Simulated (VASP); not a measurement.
Runs of VASP 6.6.1 on HfNbTe4. The structure is that of space group P-3m1 (No. 164), or close to it. The cells are those of the table. 

```tsv
task	cell	k mesh	cutoff (eV)	gap on the mesh (eV)	pressure (GPa)	largest force (eV/Å)
single point	a = 3.831, b = 3.831, c = 14.271 Å, angles 90.0, 90.0, 120.0°, 6 atoms	6 × 6 × 2	520	none	-0.1	0.03
single point	a = 4.511, b = 4.511, c = 11.555 Å, angles 90.0, 90.0, 120.0°, 6 atoms	6 × 6 × 2	520	none	(a)	3.84
relaxation of cell and atoms	relaxed from a = 4.511, b = 4.511, c = 11.555 Å, angles 90.0, 90.0, 120.0°, 6 atoms	6 × 6 × 2	600	none	0.1	0.02
single point	a = 3.822, b = 3.822, c = 14.316 Å, angles 90.0, 90.0, 120.0°, 6 atoms	12 × 12 × 4	520	none	-0.1	0.02
```

Alike in all rows: level PBE; potentials or basis VASP PAW PBE potentials, release 64 (Hf_pv, Nb_sv, Te); no spin polarisation; smearing gaussian 0.1 eV.

Q: Fill in the values left out.

A: (a) -0.2.

Caveats: spin-orbit coupling is left out, which moves the levels of the heavy elements; this functional lacks dispersion, which binds the layers, so the pressure and a relaxed spacing across them are unreliable (some runs); forces of over 1 eV/Å act on the atoms, so gaps and moduli don't describe the material at rest (some runs).

A k mesh can miss the band edges, and the runs leave out spin-orbit coupling on Hf, Nb, Te.

A gap of «none» marks levels without a gap at the run's occupations.
